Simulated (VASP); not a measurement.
# MoS2 (P-6m2) in VASP: notebook

MoS2 is run at these levels: PBE+D3(BJ); tasks: single point.

All numbers are computed with VASP 6.6.1; they aren't measurements. Logs are shortened: lines on timing, memory, paths and dates and some standing lists are left out, and cuts for length are marked.

### 1 The cell of the first run

Symmetry: P-6m2, No. 187, hexagonal system. Conventional cell: a = 3.066 Å, b = 3.066 Å, c = 7.010 Å, α = 90.00°, β = 90.00°, γ = 120.00°. Mo (site symmetry -6m2) has 6 S at 2.42 Å and 6 Mo at 3.07 Å within 3.2 Å. S (site symmetry 3m) has 3 Mo at 2.42 Å and 6 S at 3.07 Å within 3.2 Å.

### 2 Single point, PBE+D3(BJ) (volume 19.026 Å^3 an atom, c/a of the conventional cell 2.2860)

Contents of INCAR:

```
SYSTEM = MoS2
PREC = Accurate
ENCUT = 500
EDIFF = 1E-6
ISMEAR = 0
SIGMA = 0.05
LREAL = .FALSE.
LASPH = .TRUE.
NELM = 120
ALGO = Normal
ISIF = 2
LWAVE = .FALSE.
LCHARG = .TRUE.
GGA = PE
IVDW = 12
LELF = .TRUE.
LVHAR = .TRUE.
NBANDS = 20
GGA_COMPAT = .FALSE.
```

Contents of KPOINTS:

```
Automatic mesh
0
G
  12 12 6
  0 0 0
```

Contents of POSCAR:

```
MoS2
1.0
    3.0663690281      0.0000000000      0.0000000000
   -1.5331845141      2.6555534757      0.0000000000
    0.0000000000      0.0000000000      7.0097195983
Mo S
1 2
Direct
    0.0000000000      0.0000000000      0.0000000000
    0.3333333333      0.6666666667      0.2357940733
    0.3333333333      0.6666666667      0.7642059267
```

Potentials or basis: VASP PAW PBE potentials, release 64 (Mo_sv, S).

Command:

```bash
> cat potpaw_PBE.64/Mo_sv/POTCAR potpaw_PBE.64/S/POTCAR > POTCAR
> mpirun -np 1 vasp_std > vasp.out
```

OUTCAR:

```text
SYSTEM = MoS2
   PREC = Accurate
   ENCUT = 500
   EDIFF = 1E-6
   ISMEAR = 0
   LREAL = .FALSE.
   LASPH = .TRUE.
   NELM = 120
   ISIF = 2
   GGA = PE
   IVDW = 12
 IVDW          = 12

 ion  position               nearest neighbor table
   1  0.000  0.000  0.000-   2 2.42   3 2.42   2 2.42   3 2.42   2 2.42   3 2.42
   2  0.333  0.667  0.236-   1 2.42   1 2.42   1 2.42
   3  0.333  0.667  0.764-   1 2.42   1 2.42   1 2.42

  LATTYP: Found a hexagonal cell.
 ALAT       =     3.0663690281
 C/A-ratio  =     2.2860000000

  Lattice vectors:

 A1 = (   3.0663690281,   0.0000000000,   0.0000000000)
 A2 = (  -1.5331845141,   2.6555534757,   0.0000000000)
 A3 = (   0.0000000000,   0.0000000000,   7.0097195983)

Analysis of symmetry for initial positions (statically):
=====================================================================
 Subroutine PRICEL returns:
 Original cell was already a primitive cell.

 Routine SETGRP: Setting up the symmetry group for a
 hexagonal supercell.

 Subroutine GETGRP returns: Found 12 space group operations
 (whereof 12 operations were pure point group operations)
 out of a pool of 24 trial point group operations.

The static configuration has the point symmetry D_3h.

Analysis of symmetry for dynamics (positions and initial velocities):
=====================================================================
 Subroutine PRICEL returns:
 Original cell was already a primitive cell.

 Routine SETGRP: Setting up the symmetry group for a
 hexagonal supercell.

 Subroutine GETGRP returns: Found 12 space group operations
 (whereof 12 operations were pure point group operations)
 out of a pool of 24 trial point group operations.

The dynamic configuration has the point symmetry D_3h.

 Subroutine INISYM returns: Found 12 space group operations
 (whereof 12 operations are pure point group operations),
 and found     1 'primitive' translations

----------------------------------------------------------------------------------------

                                     Primitive cell

  volume of cell :      57.0795

  direct lattice vectors                    reciprocal lattice vectors
     3.066369028  0.000000000  0.000000000     0.326118608  0.188284666  0.000000000
    -1.533184514  2.655553476  0.000000000     0.000000000  0.376569333  0.000000000
     0.000000000  0.000000000  7.009719598     0.000000000  0.000000000  0.142659059

  length of vectors
     3.066369028  3.066369028  7.009719598     0.376569333  0.376569333  0.142659059

  position of ions in fractional coordinates (direct lattice)
     0.000000000  0.000000000  0.000000000
     0.333333333  0.666666667  0.235794073
     0.333333333  0.666666667  0.764205927

  ion indices of the primitive-cell ions
   primitive index   ion index
                 1           1
                 2           2
                 3           3

----------------------------------------------------------------------------------------

 KPOINTS: Automatic mesh

Automatic generation of k-mesh.
 Grid dimensions read from file:
 generate k-points for:   12   12    6

 Generating k-lattice:

  Cartesian coordinates                     Fractional coordinates (reciprocal lattice)
     0.027176551  0.015690389  0.000000000     0.083333333  0.000000000  0.000000000
     0.000000000  0.031380778  0.000000000     0.000000000  0.083333333  0.000000000
     0.000000000  0.000000000  0.023776510     0.000000000  0.000000000  0.166666667

  Length of vectors
     0.031380778  0.031380778  0.023776510

  Shift w.r.t. Gamma in fractional coordinates (k-lattice)
     0.000000000  0.000000000  0.000000000

 Subroutine IBZKPT returns following result:
 ===========================================

 Found     76 irreducible k-points:

 Following reciprocal coordinates:
            Coordinates               Weight
  0.000000  0.000000  0.000000      1.000000
  0.083333  0.000000  0.000000      6.000000
  0.166667  0.000000  0.000000      6.000000
  0.250000  0.000000  0.000000      6.000000
  0.333333  0.000000  0.000000      6.000000
  0.416667  0.000000  0.000000      6.000000
[... 16 lines left out ...]
  0.250000  0.000000  0.166667     12.000000
  0.333333  0.000000  0.166667     12.000000
 [... further k-points ...]
   k-points           NKPTS =     76   k-points in BZ     NKDIM =     76   number of bands    NBANDS=     20
   number of dos      NEDOS =    301   number of ions     NIONS =      3
   total plane-waves  NPLWV =  31104
   dimension x,y,z NGX =    24 NGY =   24 NGZ =   54
   dimension x,y,z NGXF=    48 NGYF=   48 NGZF=  108
   ions per type =               1   2
   NGX,Y,Z   is equivalent  to a cutoff of  13.01, 13.01, 12.81 a.u.
   NGXF,Y,Z  is equivalent  to a cutoff of  26.02, 26.02, 25.61 a.u.
 SYSTEM =  MoS2
   PREC   = accura    normal or accurate (medium, high low for compatibility)
   ISTART =      0    job   : 0-new  1-cont  2-samecut
   ICHARG =      2    charge: 1-file 2-atom 10-const
[... 84 lines left out ...]
     20      16.2064      0.00000

 k-point     3 :       0.1667    0.0000    0.0000
  band No.  band energies     occupation
      1     -54.7065      2.00000
      2     -28.8949      2.00000
      3     -28.6895      2.00000
      4     -28.5874      2.00000
      5      -7.8028      2.00000
      6      -6.8255      2.00000
[... 12 lines left out ...]
     19      15.1025      0.00000
     20      16.1246      0.00000

 k-point     4 :       0.2500    0.0000    0.0000
  band No.  band energies     occupation
      1     -54.6917      2.00000
      2     -28.8689      2.00000
      3     -28.8192      2.00000
      4     -28.6174      2.00000
      5      -7.2977      2.00000
      6      -6.5742      2.00000
[... 12 lines left out ...]
     19      15.0569      0.00000
     20      15.3907      0.00000

 k-point     5 :       0.3333    0.0000    0.0000
  band No.  band energies     occupation
      1     -54.6769      2.00000
      2     -28.9467      2.00000
      3     -28.8429      2.00000
      4     -28.6471      2.00000
      5      -6.7110      2.00000
      6      -6.2904      2.00000
[... 12 lines left out ...]
     19      13.9313      0.00000
     20      14.5539      0.00000

 k-point     6 :       0.4167    0.0000    0.0000
  band No.  band energies     occupation
      1     -54.6660      2.00000
      2     -29.0385      2.00000
      3     -28.8238      2.00000
      4     -28.6688      2.00000
      5      -6.1985      2.00000
      6      -6.0548      2.00000
[... 12 lines left out ...]
     19      13.7254      0.00000
     20      14.1726      0.00000

 k-point     7 :       0.5000    0.0000    0.0000
  band No.  band energies     occupation
      1     -54.6621      2.00000
      2     -29.0719      2.00000
      3     -28.8167      2.00000
      4     -28.6767      2.00000
      5      -5.9840      2.00000
      6      -5.9610      2.00000
[... 12 lines left out ...]
     19      13.8615      0.00000
     20      14.0986      0.00000
[... 277 lines left out ...]
 k-point    20 :       0.0000    0.0000    0.1667
  band No.  band energies     occupation
      1     -54.7212      2.00000
      2     -28.9207      2.00000
      3     -28.5573      2.00000
      4     -28.5573      2.00000
      5      -8.2352      2.00000
      6      -7.0832      2.00000
[... 12 lines left out ...]
     19      13.8914      0.00000
     20      15.6747      0.00000

 k-point    21 :       0.0833    0.0000    0.1667
  band No.  band energies     occupation
      1     -54.7173      2.00000
      2     -28.9138      2.00000
      3     -28.5930      2.00000
      4     -28.5654      2.00000
      5      -8.1186      2.00000
      6      -7.0237      2.00000
[... 12 lines left out ...]
     19      14.1563      0.00000
     20      16.1651      0.00000

 k-point    22 :       0.1667    0.0000    0.1667
  band No.  band energies     occupation
      1     -54.7065      2.00000
      2     -28.8949      2.00000
      3     -28.6895      2.00000
      4     -28.5874      2.00000
      5      -7.7843      2.00000
      6      -6.8533      2.00000
[... 12 lines left out ...]
     19      15.0464      0.00000
     20      16.1179      0.00000

 k-point    23 :       0.2500    0.0000    0.1667
  band No.  band energies     occupation
      1     -54.6917      2.00000
      2     -28.8689      2.00000
      3     -28.8192      2.00000
      4     -28.6174      2.00000
      5      -7.2798      2.00000
      6      -6.5983      2.00000
[... 12 lines left out ...]
     19      14.8773      0.00000
     20      15.5222      0.00000

 k-point    24 :       0.3333    0.0000    0.1667
  band No.  band energies     occupation
      1     -54.6769      2.00000
      2     -28.9467      2.00000
      3     -28.8429      2.00000
      4     -28.6471      2.00000
      5      -6.6951      2.00000
      6      -6.3096      2.00000
[... 12 lines left out ...]
     19      13.8850      0.00000
     20      14.6481      0.00000

 [... further k-points ...]

------------------------ aborting loop because EDIFF is reached ----------------------------------------

 Edisp (eV)   -1.19966

 E8    (eV) :    -0.4858

  FORCE on cell =-STRESS in cart. coord.  units (eV):
  Direction    XX          YY          ZZ          XY          YZ          ZX
  --------------------------------------------------------------------------------------
  -------------------------------------------------------------------------------------
  Total       1.39465     1.39465    -3.65517    -0.00000     0.00000     0.00000
  in kB      39.14685    39.14685  -102.59767    -0.00000     0.00000     0.00000
  external pressure =       -8.10 kB  Pullay stress =        0.00 kB

 VOLUME and BASIS-vectors are now :
 -----------------------------------------------------------------------------
  energy-cutoff  :      500.00
  volume of cell :       57.08
      direct lattice vectors                 reciprocal lattice vectors
     3.066369028  0.000000000  0.000000000     0.326118608  0.188284666  0.000000000
    -1.533184514  2.655553476  0.000000000     0.000000000  0.376569333  0.000000000
     0.000000000  0.000000000  7.009719598     0.000000000  0.000000000  0.142659059

 POSITION                                       TOTAL-FORCE (eV/Angst)
 -----------------------------------------------------------------------------------
      0.00000      0.00000      0.00000         0.000000     -0.000000      0.000000
     -0.00000      1.77037      1.65285         0.000000     -0.000000     -0.971654
     -0.00000      1.77037      5.35687        -0.000000      0.000000      0.971654
 -----------------------------------------------------------------------------------
    total drift:                                0.000000     -0.000000     -0.000000

  FREE ENERGIE OF THE ION-ELECTRON SYSTEM (eV)
  ---------------------------------------------------
  free  energy   TOTEN  =       -22.8554350000 eV

  energy  without entropy=      -22.8554350000  energy(sigma->0) =      -22.85543500
```

Wall time 80 s (1 thread of Intel Xeon Platinum 8175M at 2.50GHz (Skylake/Cascade Lake), shared host); peak memory 0.23 GiB.

What came out:

```yaml
Free_energy: -22.8554 eV
Pressure: -0.8 GPa
Largest_force: 0.972 eV/Å
Band_gap_on_the_k_mesh: 1.26 eV, indirect (least direct gap 2.16 eV)
Dispersion_energy_per_atom: -0.400 eV
```

Forces in eV/Å, atoms in the order of the input:
```
Mo   0.000  0.000  0.000
S    0.000  0.000 -0.972
S    0.000  0.000  0.972
```

Levels at points of the mesh, in eV from the valence-band top:
| k point | band 11 | band 12 | band 13 | band 14 | band 15 | band 16 |
| --- | --- | --- | --- | --- | --- | --- |
| (0.00, 0.00, 0.00) | -1.06 | -1.04 | -1.04 | 2.96 | 2.96 | 2.97 |
| (0.50, 0.00, 0.00) | -2.14 | -1.00 | -0.63 | 2.66 | 2.73 | 4.01 |
| (0.00, 0.00, 0.50) | -1.05 | -1.05 | -0.31 | 2.93 | 2.93 | 3.01 |
| (0.50, 0.00, 0.50) | -2.71 | -0.65 | -0.58 | 2.67 | 2.99 | 3.44 |

 A k mesh can miss the band edges.

### 3 Single point, PBE+D3(BJ) (volume 19.026 Å^3 an atom, c/a of the conventional cell 2.2257)

Contents of INCAR:

```
SYSTEM = MoS2
  PREC = Accurate
  ENCUT = 500
  EDIFF = 1E-6
  ISMEAR = 0
  SIGMA = 0.05
  LREAL = .False.
  LASPH = .True.
  NELM = 120
  ALGO = Normal
  ISIF = 2
  LWAVE = .False.
  LCHARG = .True.
  GGA = PE
  IVDW = 12
  LELF = .True.
  LVHAR = .True.
  NBANDS = 20
  GGA_COMPAT = .False.
```

Contents of KPOINTS:

```
regular mesh
0
Gamma
  12 12 6
  0 0 0
```

Contents of POSCAR:

```
MoS2
1.0
    3.0938146130      0.0000000000      0.0000000000
   -1.5469073065      2.6793220494      0.0000000000
    0.0000000000      0.0000000000      6.8859031842
Mo S
1 2
Direct
    0.0000000000      0.0000000000      0.0000000000
    0.3333333333      0.6666666667      0.2357940733
    0.3333333333      0.6666666667      0.7642059267
```

Potentials or basis: VASP PAW PBE potentials, release 64 (Mo_sv, S).

Command:

```bash
> cat potpaw_PBE.64/Mo_sv/POTCAR potpaw_PBE.64/S/POTCAR > POTCAR
> mpirun -np 1 vasp_std > vasp.out
```

It took 74 s on 1 thread of Intel Xeon Platinum 8175M at 2.50GHz (Skylake/Cascade Lake), shared host; peak memory 0.23 GiB.

It converged, with:

* Free energy: -22.9303 eV
* Pressure: -0.6 GPa
* Largest force: 0.656 eV/Å
* Band gap on the k mesh: 1.37 eV, indirect (least direct gap 2.05 eV)
* Dispersion energy per atom: -0.399 eV

Forces on the atoms (eV/Å):
```
Mo   0.000  0.000  0.000
S    0.000  0.000 -0.656
S    0.000  0.000  0.656
```

Stress tensor (GPa, compression positive):
```
 2.51  0.00  0.00
 0.00  2.51  0.00
 0.00  0.00 -6.90
```

Levels at points of the mesh, in eV from the valence-band top:
```csv
k point,band 10,band 11,band 12,band 13,band 14,band 15,band 16,band 17
"(0.00, 0.00, 0.00)",-1.58,-1.20,-1.20,-0.89,2.92,2.92,2.96,2.96
"(0.50, 0.00, 0.00)",-3.01,-1.97,-0.98,-0.76,2.54,2.74,4.08,4.28
"(0.00, 0.00, 0.50)",-2.33,-1.21,-1.21,-0.08,2.87,2.87,3.02,3.02
"(0.50, 0.00, 0.50)",-3.03,-2.62,-0.70,-0.60,2.55,2.98,3.49,4.14
```

### 4 Single point, PBE+D3(BJ) (volume 19.026 Å^3 an atom, c/a of the conventional cell 2.0000)

Contents of INCAR:

```
SYSTEM = MoS2
PREC = Accurate
ENCUT = 500
EDIFF = 1E-6
ISMEAR = 0
SIGMA = 0.05
LREAL = .False.
LASPH = .True.
NELM = 120
ALGO = Normal
ISIF = 2
LWAVE = .False.
LCHARG = .True.
GGA = PE
IVDW = 12
LELF = .True.
LVHAR = .True.
NBANDS = 20
GGA_COMPAT = .False.
```

Contents of KPOINTS:

```
Automatic mesh
0
Gamma
  12 12 6
  0 0 0
```

Contents of POSCAR:

```
MoS2
1.0
    3.2060712019      0.0000000000      0.0000000000
   -1.6030356010      2.7765391072      0.0000000000
    0.0000000000      0.0000000000      6.4121424038
Mo S
1 2
Direct
    0.0000000000      0.0000000000      0.0000000000
    0.3333333333      0.6666666667      0.2357940733
    0.3333333333      0.6666666667      0.7642059267
```

Command:

```bash
> cat potpaw_PBE.64/Mo_sv/POTCAR potpaw_PBE.64/S/POTCAR > POTCAR
> mpirun -np 1 vasp_std > vasp.out
```

It took 67 s on 1 thread of Intel Xeon Platinum 8175M at 2.50GHz (Skylake/Cascade Lake), shared host; peak memory 0.23 GiB.

Results (log left out):

- Free energy: -22.9330 eV
- Pressure: 0.5 GPa
- Largest force: 0.629 eV/Å
- Band gap on the k mesh: 0.62 eV, indirect (least direct gap 1.49 eV)
- Dispersion energy per atom: -0.397 eV

Forces on the atoms (eV/Å):
```
Mo   0.000  0.000  0.000
S    0.000  0.000  0.629
S    0.000  0.000 -0.629
```

Stress tensor (GPa, compression positive):
```
-2.50  0.00  0.00
 0.00 -2.50  0.00
 0.00  0.00  6.57
```

Levels at points of the mesh, in eV from the valence-band top:
```
           k point  band 10  band 11  band 12  band 13  band 14  band 15  band 16  band 17
(0.00, 0.00, 0.00)    -2.55    -2.55    -1.42    -1.04     1.94     1.94     2.20     2.20
(0.50, 0.00, 0.00)    -4.16    -2.05    -2.01    -1.68     1.29     1.78     3.52     3.75
(0.00, 0.00, 0.50)    -3.23    -2.57    -2.57     0.00     1.85     1.85     2.34     2.34
(0.50, 0.00, 0.50)    -4.20    -3.09    -1.96    -1.20     1.32     1.92     2.79     3.49
```

 A k mesh can miss the band edges.

### 5 Single point, PBE+D3(BJ)

This run uses another cell than the first one, of the same volume but with other edges.

Contents of INCAR:

```
SYSTEM = MoS2
ALGO = Normal
EDIFF = 1E-6
ENCUT = 500
GGA = PE
GGA_COMPAT = .FALSE.
ISIF = 2
ISMEAR = 0
IVDW = 12
LASPH = .TRUE.
LCHARG = .FALSE.
LREAL = .FALSE.
LWAVE = .FALSE.
NBANDS = 20
NELM = 120
PREC = Accurate
SIGMA = 0.05
```

Contents of KPOINTS:

```
k-points
0
G
  12 12 6
  0 0 0
```

Contents of POSCAR:

```
MoS2
1.0
    3.1494351579      0.0000000000      0.0000000000
   -1.5747175790      2.7274908543      0.0000000000
    0.0000000000      0.0000000000      6.6448340996
Mo S
1 2
Direct
    0.0000000000      0.0000000000      0.0000000000
    0.3333333333      0.6666666667      0.2357940733
    0.3333333333      0.6666666667      0.7642059267
```

Command:

```bash
> cat potpaw_PBE.64/Mo_sv/POTCAR potpaw_PBE.64/S/POTCAR > POTCAR
> mpirun -np 1 vasp_std > vasp.out
```

Wall time 74 s (1 thread of Intel Xeon Platinum 8175M at 2.50GHz (Skylake/Cascade Lake), shared host); peak memory 0.22 GiB.

Results (log left out):

```
Free energy                : -22.9902 eV
Pressure                   : -0.1 GPa
Largest force              : 0.014 eV/Å
Band gap on the k mesh     : 1.22 eV, indirect (least direct gap 1.76 eV)
Dispersion energy per atom : -0.398 eV
```

Forces on the atoms (eV/Å):
```
Mo   0.000  0.000  0.000
S    0.000  0.000 -0.014
S    0.000  0.000  0.014
```

Levels at points of the mesh, in eV from the valence-band top:
```csv
k point,band 10,band 11,band 12,band 13,band 14,band 15,band 16,band 17
"(0.00, 0.00, 0.00)",-1.87,-1.87,-1.49,-0.93,2.45,2.45,2.60,2.60
"(0.50, 0.00, 0.00)",-3.58,-1.98,-1.37,-1.29,1.94,2.33,3.84,4.05
"(0.00, 0.00, 0.50)",-3.00,-1.88,-1.88,0.00,2.38,2.38,2.70,2.70
"(0.50, 0.00, 0.50)",-3.60,-2.82,-1.30,-0.86,1.95,2.53,3.18,3.86
```

A k mesh can miss the band edges. PBE gaps usually lie below the measured ones, often by a third to a half.

### 6 The runs side by side

| cell | gap on the mesh (eV) | pressure (GPa) | largest force (eV/Å) |
| --- | --- | --- | --- |
| a = 3.066, b = 3.066, c = 7.010 Å, angles 90.0, 90.0, 120.0°, 3 atoms | 1.26 | -0.8 | 0.97 |
| a = 3.094, b = 3.094, c = 6.886 Å, angles 90.0, 90.0, 120.0°, 3 atoms | 1.37 | -0.6 | 0.66 |
| a = 3.206, b = 3.206, c = 6.412 Å, angles 90.0, 90.0, 120.0°, 3 atoms | 0.62 | 0.5 | 0.63 |
| a = 3.149, b = 3.149, c = 6.645 Å, angles 90.0, 90.0, 120.0°, 3 atoms | 1.22 | -0.1 | 0.01 |

Alike in all rows: task single point; level PBE+D3(BJ); potentials or basis VASP PAW PBE potentials, release 64 (Mo_sv, S); no spin polarisation; k mesh 12 × 12 × 6; cutoff (eV) 500; smearing gaussian 0.05 eV.

Absolute energies hang on the potentials; compare differences alone.
